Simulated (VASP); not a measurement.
# Ge (I4_1/amd) in VASP: notebook

Ge is run at these levels: LDA; tasks: single point.

Program: VASP 6.6.1. These are calculated values, not measurements. Logs are shortened: lines on timing, memory, paths and dates and some standing lists are left out, and cuts for length are marked.

## 1. The cell of the first run

The structure is tetragonal, space group I4_1/amd (No. 141). Conventional cell: a = 4.000 Å, b = 4.000 Å, c = 5.544 Å, α = 90.00°, β = 90.00°, γ = 90.00°. Within 3.2 Å of Ge (site symmetry -4m2) lie 4 Ge at 2.43 Å.

## 2. Single point, LDA (strain -0.0200 x Voigt [0, 1, 0, 0, 0, 0])

File INCAR:

```
PREC = Accurate
ENCUT = 520
EDIFF = 1E-6
ISMEAR = 0
SIGMA = 0.15
LREAL = F
LASPH = T
NELM = 60
ALGO = Normal
ISIF = 2
LWAVE = F
LCHARG = T
GGA = CA
LELF = T
LVHAR = T
NBANDS = 21
```

File KPOINTS:

```
regular mesh
0
Gamma
  14 14 14
```

File POSCAR:

```
Ge
1.0
    0.0000000000      2.7721946000      2.8287700000
    2.8287700000      0.0000000000      2.8287700000
    2.8287700000      2.7721946000      0.0000000000
Ge
2
Direct
    0.5000000000      0.5000000000      0.5000000000
    0.7500000000      0.7500000000      0.7500000000
```

Potentials or basis: VASP PAW LDA potentials, release 64 (Ge_d).

The run is started by

```bash
> cat potpaw_LDA.64/Ge_d/POTCAR > POTCAR
> mpirun -np 1 vasp_std > vasp.out
```

OUTCAR:

```text
PREC = Accurate
   ENCUT = 520
   EDIFF = 1E-6
   ISMEAR = 0
   LREAL = F
   LASPH = T
   NELM = 60
   ISIF = 2
   GGA = CA

 ion  position               nearest neighbor table
   1  0.500  0.500  0.500-   2 2.43   2 2.43   2 2.43   2 2.43
   2  0.750  0.750  0.750-   1 2.43   1 2.43   1 2.43   1 2.43

  LATTYP: Found a body centered tetragonal cell.
 ALAT       =     4.0004848988
 C/A-ratio  =     1.3859292911

  Lattice vectors:

 A1 = (   0.0000000000,  -2.7721946000,   2.8287700000)
 A2 = (   0.0000000000,  -2.7721946000,  -2.8287700000)
 A3 = (   2.8287700000,   2.7721946000,   0.0000000000)

Analysis of symmetry for initial positions (statically):
=====================================================================
 Subroutine PRICEL returns:
 Original cell was already a primitive cell.

 Routine SETGRP: Setting up the symmetry group for a
 body centered tetragonal supercell.

 Subroutine GETGRP returns: Found 16 space group operations
 (whereof  8 operations were pure point group operations)
 out of a pool of 16 trial point group operations.

The static configuration has the point symmetry D_2d.
 The point group associated with its full space group is D_4h.

Analysis of symmetry for dynamics (positions and initial velocities):
=====================================================================
 Subroutine PRICEL returns:
 Original cell was already a primitive cell.

 Routine SETGRP: Setting up the symmetry group for a
 body centered tetragonal supercell.

 Subroutine GETGRP returns: Found 16 space group operations
 (whereof  8 operations were pure point group operations)
 out of a pool of 16 trial point group operations.

The dynamic configuration has the point symmetry D_2d.
 The point group associated with its full space group is D_4h.

 Subroutine INISYM returns: Found 16 space group operations
 (whereof  8 operations are pure point group operations),
 and found     1 'primitive' translations

----------------------------------------------------------------------------------------

                                     Primitive cell

  volume of cell :      44.3659

  direct lattice vectors                    reciprocal lattice vectors
     0.000000000  2.772194600  2.828770000    -0.176755268  0.180362519  0.176755268
     2.828770000  0.000000000  2.828770000     0.176755268 -0.180362519  0.176755268
     2.828770000  2.772194600  0.000000000     0.176755268  0.180362519 -0.176755268

  length of vectors
     3.960682089  4.000484899  3.960682089     0.308245824  0.308245824  0.308245824

  position of ions in fractional coordinates (direct lattice)
     0.500000000  0.500000000  0.500000000
     0.750000000  0.750000000  0.750000000

  ion indices of the primitive-cell ions
   primitive index   ion index
                 1           1
                 2           2

----------------------------------------------------------------------------------------

 KPOINTS: regular mesh

Automatic generation of k-mesh.
 Grid dimensions read from file:
 generate k-points for:   14   14   14

 Generating k-lattice:

  Cartesian coordinates                     Fractional coordinates (reciprocal lattice)
    -0.012625376  0.012883037  0.012625376     0.071428571  0.000000000  0.000000000
     0.012625376 -0.012883037  0.012625376     0.000000000  0.071428571  0.000000000
     0.012625376  0.012883037 -0.012625376     0.000000000  0.000000000  0.071428571

  Length of vectors
     0.022017559  0.022017559  0.022017559

  Shift w.r.t. Gamma in fractional coordinates (k-lattice)
     0.000000000  0.000000000  0.000000000

 Subroutine IBZKPT returns following result:
 ===========================================

 Found    244 irreducible k-points:

 Following reciprocal coordinates:
            Coordinates               Weight
  0.000000  0.000000  0.000000      1.000000
  0.071429  0.000000 -0.000000      8.000000
  0.142857  0.000000 -0.000000      8.000000
  0.214286  0.000000 -0.000000      8.000000
  0.285714  0.000000  0.000000      8.000000
  0.357143  0.000000 -0.000000      8.000000
[... 16 lines left out ...]
  0.214286  0.142857 -0.000000     16.000000
  0.285714  0.142857  0.000000     16.000000
 [... further k-points ...]
   k-points           NKPTS =    244   k-points in BZ     NKDIM =    244   number of bands    NBANDS=     21
   number of dos      NEDOS =    301   number of ions     NIONS =      2
   total plane-waves  NPLWV =  27000
   dimension x,y,z NGX =    30 NGY =   30 NGZ =   30
   dimension x,y,z NGXF=    60 NGYF=   60 NGZF=   60
   ions per type =               2
   NGX,Y,Z   is equivalent  to a cutoff of  12.59, 12.47, 12.59 a.u.
   NGXF,Y,Z  is equivalent  to a cutoff of  25.18, 24.93, 25.18 a.u.
 SYSTEM =  unknown system
   PREC   = accura    normal or accurate (medium, high low for compatibility)
   ISTART =      0    job   : 0-new  1-cont  2-samecut
   ICHARG =      2    charge: 1-file 2-atom 10-const
   ISPIN  =      1    spin polarized calculation?
   LNONCOLLINEAR =      F non collinear calculations
   LSORBIT =      F    spin-orbit coupling
   LASPH  =      T    aspherical Exc in radial PAW
   ENCUT  =  520.0 eV  38.22 Ry    6.18 a.u.   7.36  7.44  7.36*2*pi/ulx,y,z
   NELM   =     60;   NELMIN=  2; NELMDL= -5     # of ELM steps
   EDIFF  = 0.1E-05   stopping-criterion for ELM
   LREAL  =      F    real-space projection
   EDIFFG = 0.1E-04   stopping-criterion for IOM
   NSW    =      0    number of steps for IOM
   IBRION =     -1    ionic relax: 0-MD 1-quasi-New 2-CG
   NFREE  =      0    steps in history (QN), initial steepest desc. (CG)
   ISIF   =      2    stress and relaxation
   ISYM   =      2    0-nonsym 1-usesym 2-fastsym
   POTIM  = 0.5000    time-step for ionic-motion
   TEBEG  =    0.0;   TEEND  =   0.0 temperature during run
   PSTRESS=    0.0 pullay stress
   NELECT =      28.0000    total number of electrons
   NUPDOWN=      -1.0000    fix difference up-down
   EMIN   =  10.00;   EMAX   =-10.00  energy-range for DOS
   EFERMI =   0.00;   METHOD = LEGACY
   ISMEAR =     0;   SIGMA  =   0.15  broadening in eV -4-tet -1-fermi 0-gaus
   EFERMI_NEDOS =   21; number of points for ismear=-14 and -15
   IALGO  =     38    algorithm
   IMIX   =      4    mixing-type and parameters
     AMIX     =   0.40;   BMIX     =  1.00
     AMIX_MAG =   1.60;   BMIX_MAG =  1.00
  volume/ion in A,a.u.               =      22.18       149.70
  Fermi-wavevector in a.u.,A,eV,Ry     =   1.404250  2.653648 26.829584  1.971919
  Thomas-Fermi vector in A             =   2.526831
   LORBIT       =      0    0 simple, 1 ext, 2 COOP (PROOUT), +10 PAW based schemes
   GGA     = CA    functional components
   LHFCALC =     F    Hartree Fock is set to
   AEXX    =    0.0000 exact exchange contribution
   IVDW    =     0    specifies the selected vdW correction
   LEPSILON=     F    determine dielectric tensor
   LRPA    =     F    only Hartree local field effects (RPA)
 non-spin polarized calculation
 Gauss-broadening in eV      SIGMA  =   0.15
  energy-cutoff  :      520.00
  volume of cell :       44.37
 maximum number of plane-waves:      1235
 NGX is ok and might be reduce to    30
   NGX = 15   NGY = 15   NGZ = 15

 number of electron      28.0000023 magnetization

 Free energy of the ion-electron system (eV)
  ---------------------------------------------------
  ext. energy  EPLUGINS =         0.00000000
  ---------------------------------------------------
  free energy    TOTEN  =       -10.38924314 eV

  energy without entropy =      -10.38863338  energy(sigma->0) =      -10.38893826

 E-fermi :   4.9750     XC(G=0): -10.3852

 val. band max:        4.9623629184   @ k =   0.0000   0.0000   0.0000
 cond. band min:       5.0261549112   @ k =   0.0000   0.0000   0.0000
 fundamental gap:      0.0637919928
 Fermi energy:         4.9750355065

 k-point     1 :       0.0000    0.0000    0.0000
  band No.  band energies     occupation
      1     -20.0497      2.00000
      2     -20.0441      2.00000
      3     -20.0441      2.00000
      4     -20.0089      2.00000
      5     -20.0064      2.00000
      6     -19.7889      2.00000
[... 13 lines left out ...]
     20      14.3244      0.00000
     21      14.7187      0.00000

 k-point     2 :       0.0714    0.0000   -0.0000
  band No.  band energies     occupation
      1     -20.0520      2.00000
      2     -20.0477      2.00000
      3     -20.0444      2.00000
      4     -20.0040      2.00000
      5     -20.0019      2.00000
      6     -19.7930      2.00000
[... 13 lines left out ...]
     20      13.8426      0.00000
     21      14.1563      0.00000

 k-point     3 :       0.1429    0.0000   -0.0000
  band No.  band energies     occupation
      1     -20.0583      2.00000
      2     -20.0544      2.00000
      3     -20.0425      2.00000
      4     -19.9937      2.00000
      5     -19.9920      2.00000
      6     -19.8019      2.00000
[... 13 lines left out ...]
     20      13.3074      0.00000
     21      13.5498      0.00000

 k-point     4 :       0.2143    0.0000   -0.0000
  band No.  band energies     occupation
      1     -20.0647      2.00000
      2     -20.0604      2.00000
      3     -20.0391      2.00000
      4     -19.9828      2.00000
      5     -19.9815      2.00000
      6     -19.8108      2.00000
[... 13 lines left out ...]
     20      13.1442      0.00000
     21      13.3262      0.00000

 k-point     5 :       0.2857    0.0000    0.0000
  band No.  band energies     occupation
      1     -20.0696      2.00000
      2     -20.0647      2.00000
      3     -20.0350      2.00000
      4     -19.9738      2.00000
      5     -19.9728      2.00000
      6     -19.8176      2.00000
[... 13 lines left out ...]
     20      13.4787      0.00000
     21      13.5346      0.00000
[... 382 lines left out ...]
     20      13.2717      0.00000
     21      13.9015      0.00000

 k-point    22 :       0.1429    0.1429    0.0000
  band No.  band energies     occupation
      1     -20.0574      2.00000
      2     -20.0546      2.00000
      3     -20.0521      2.00000
      4     -19.9950      2.00000
      5     -19.9755      2.00000
      6     -19.8316      2.00000
[... 13 lines left out ...]
     20      12.7441      0.00000
     21      14.9485      0.00000

 k-point    23 :       0.2143    0.1429   -0.0000
  band No.  band energies     occupation
      1     -20.0648      2.00000
      2     -20.0587      2.00000
      3     -20.0492      2.00000
      4     -19.9870      2.00000
      5     -19.9626      2.00000
      6     -19.8455      2.00000
[... 13 lines left out ...]
     20      13.5310      0.00000
     21      14.8194      0.00000

 k-point    24 :       0.2857    0.1429    0.0000
  band No.  band energies     occupation
      1     -20.0730      2.00000
      2     -20.0641      2.00000
      3     -20.0412      2.00000
      4     -19.9774      2.00000
      5     -19.9512      2.00000
      6     -19.8560      2.00000
[... 13 lines left out ...]
     20      14.1651      0.00000
     21      14.8359      0.00000

 [... further k-points ...]
[... 5 lines left out ...]
  --------------------------------------------------------------------------------------
  -------------------------------------------------------------------------------------
  Total       -0.0404979      0.3619120     -0.0404979      0.0000000     -0.0000000      0.0000000
  in kB       -1.4624940     13.0696698     -1.4624940      0.0000000     -0.0000000      0.0000000
  external PRESSURE =       3.3815606 kB  Pullay stress =       0.0000000 kB

 VOLUME and BASIS-vectors are now :
 -----------------------------------------------------------------------------
  energy-cutoff  :      520.00
  volume of cell :       44.37
      direct lattice vectors                 reciprocal lattice vectors
     0.000000000  2.772194600  2.828770000    -0.176755268  0.180362519  0.176755268
     2.828770000  0.000000000  2.828770000     0.176755268 -0.180362519  0.176755268
     2.828770000  2.772194600  0.000000000     0.176755268  0.180362519 -0.176755268

 POSITION                                       TOTAL-FORCE (eV/Angst)
 -----------------------------------------------------------------------------------
      2.82877      2.77219      2.82877        -0.000000      0.000000     -0.000000
      4.24315      4.15829      4.24315         0.000000      0.000000      0.000000
 -----------------------------------------------------------------------------------
    total drift:                                0.000000     -0.000000     -0.000000

  FREE ENERGIE OF THE ION-ELECTRON SYSTEM (eV)
  ---------------------------------------------------
  free  energy   TOTEN  =       -10.3892431439 eV

  energy  without entropy=      -10.3886333784  energy(sigma->0) =      -10.38893826
```

Run time: 71 s. Hardware: 1 thread of Intel Xeon 6975P-C (Granite Rapids), shared host; peak memory 0.28 GiB.

Results:

```yaml
Free_energy: -10.3892 eV
Pressure: 0.3 GPa
Band_gap_on_the_k_mesh: 0.06 eV, direct
```

Caveat: the cell differs from its parent crystal (strain -0.0200 x Voigt [0, 1, 0, 0, 0, 0]).

## 3. Single point, LDA (strain -0.0100 x Voigt [0, 1, 0, 0, 0, 0])

File INCAR:

```
ALGO = Normal ; EDIFF = 1E-6
ENCUT = 520 ; ISIF = 2
ISMEAR = 0 ; LASPH = True
LCHARG = False ; LREAL = False
LWAVE = False ; NBANDS = 21
NELM = 80 ; PREC = Accurate
SIGMA = 0.15
```

File KPOINTS:

```
k-points
0
Gamma
  14 14 14
```

File POSCAR:

```
Ge
1.0
    0.0000000000      2.8004823000      2.8287700000
    2.8287700000      0.0000000000      2.8287700000
    2.8287700000      2.8004823000      0.0000000000
Ge
2
Direct
    0.5000000000      0.5000000000      0.5000000000
    0.7500000000      0.7500000000      0.7500000000
```

Potentials or basis: VASP PAW LDA potentials, release 64 (Ge_d).

The run is started by

```bash
> cat potpaw_LDA.64/Ge_d/POTCAR > POTCAR
> mpirun -np 1 vasp_std > vasp.out
```

It took 70 s on 1 thread of Intel Xeon 6975P-C (Granite Rapids), shared host; peak memory 0.28 GiB.

Results (log left out):

- Free energy: -10.3910 eV
- Pressure: -0.4 GPa
- Band gap on the k mesh: 0.08 eV, direct

Stress tensor (GPa, compression positive):
```
-0.63  0.00  0.00
 0.00  0.09  0.00
 0.00  0.00 -0.63
```

Levels at points of the mesh, in eV from the valence-band top:
```csv
k point,band 10,band 11,band 12,band 13,band 14,band 15,band 16,band 17,band 18,band 19
"(0.00, 0.00, 0.00)",-24.66,-12.86,-0.03,0.00,0.00,0.08,2.53,2.57,2.57,6.26
"(0.50, 0.00, 0.00)",-24.63,-10.74,-7.66,-1.44,-1.35,0.12,3.72,3.79,7.00,10.48
"(0.50, 0.50, 0.00)",-24.62,-8.95,-8.95,-3.06,-3.06,0.71,0.71,9.51,9.51,11.54
"(0.50, 0.00, 0.50)",-24.62,-8.90,-8.90,-3.13,-3.13,0.63,0.63,9.53,9.53,11.59
```

Caveat: the cell differs from its parent crystal (strain -0.0100 x Voigt [0, 1, 0, 0, 0, 0]). A k mesh can miss the band edges.

## 4. Single point, LDA (strain -0.0300 x Voigt [0, 1, 0, 0, 0, 0])

File INCAR:

```
SYSTEM = Ge
PREC = Accurate ; ENCUT = 520
EDIFF = 1E-6 ; ISMEAR = 0
SIGMA = 0.15 ; LREAL = .False.
LASPH = .True. ; NELM = 100
ALGO = Normal ; ISIF = 2
LWAVE = .False. ; LCHARG = .False.
GGA = CA ; NBANDS = 21
```

File KPOINTS:

```
regular mesh
0
Gamma
  14 14 14
  0 0 0
```

File POSCAR:

```
Ge
1.0
    0.0000000000      2.7439069000      2.8287700000
    2.8287700000      0.0000000000      2.8287700000
    2.8287700000      2.7439069000      0.0000000000
Ge
2
Direct
    0.5000000000      0.5000000000      0.5000000000
    0.7500000000      0.7500000000      0.7500000000
```

The run is started by

```bash
> cat potpaw_LDA.64/Ge_d/POTCAR > POTCAR
> mpirun -np 1 vasp_std > vasp.out
```

Run time: 7.5 min. Hardware: 1 thread of AMD EPYC 7R13, shared host; peak memory 0.25 GiB.

Results (log left out):

```yaml
Free_energy: -10.3840 eV
Pressure: 1.1 GPa
```

Stress tensor (GPa, compression positive):
```
0.39 0.00 0.00
0.00 2.55 0.00
0.00 0.00 0.39
```

Levels at points of the mesh, in eV from the Fermi level:
| k point | band 12 | band 13 | band 14 | band 15 | band 16 | band 17 |
| --- | --- | --- | --- | --- | --- | --- |
| (0.00, 0.00, 0.00) | -0.15 | -0.15 | 0.06 | 0.08 | 2.37 | 2.52 |
| (0.50, 0.00, 0.00) | -7.85 | -1.66 | -1.39 | 0.07 | 3.56 | 3.78 |
| (0.50, 0.50, 0.00) | -9.16 | -3.18 | -3.18 | 0.64 | 0.64 | 9.53 |
| (0.50, 0.00, 0.50) | -9.01 | -3.40 | -3.40 | 0.39 | 0.39 | 9.60 |

Caveat: the cell differs from its parent crystal (strain -0.0300 x Voigt [0, 1, 0, 0, 0, 0]).

(Continued in part 2 of 2.)
